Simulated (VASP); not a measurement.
**Bi: single point with PBEsol**

The system is Bi.

```
CELL_PARAMETERS angstrom
-1.93564 1.93564 1.93564
1.93564 -1.93564 1.93564
1.93564 1.93564 -1.93564
ATOMIC_POSITIONS crystal
Bi 0.00000 0.00000 0.00000
```

This isn't the form of Bi at room conditions, which is rhombohedral.

* Program: VASP 6.6.1
* Task: single point
* Functional: PBEsol
* Potentials or basis: VASP PAW PBE potentials, release 64 (Bi_d)
* Cutoff: 500 eV
* k mesh: 16 × 16 × 16
* Occupations: gaussian, width 0.1 eV
* Spin: no spin polarisation
* Dipole correction: no
* Further INCAR settings: ALGO = Normal; EDIFF = 1e-06; NBANDS = 14

```json
{
 "Pressure": "2.0 GPa",
 "Band gap on the k mesh": "zero (an odd number of electrons rules out a gap without spin polarisation)"
}
```

Levels at points of the mesh, in eV from the Fermi level:
```
           k point  band 5  band 6  band 7  band 8  band 9  band 10
(0.00, 0.00, 0.00)  -22.83  -14.03    5.66    5.66    5.66    10.06
(0.50, 0.00, 0.00)  -22.73  -10.56   -5.49    1.73    3.66     6.24
(0.50, 0.50, 0.50)  -22.75   -8.13   -1.95   -1.95   -1.95     3.47
```

Wall time 18 s on 1 thread of Intel(R) Xeon(R) Platinum 8259CL CPU @ 2.50GHz (Skylake/Cascade Lake) (shared host), peak memory 0.17 GiB.

Caveat: the PAW data sets were made with another functional, which shifts forces and pressure a little; spin-orbit coupling is left out, which moves the levels of the heavy elements.
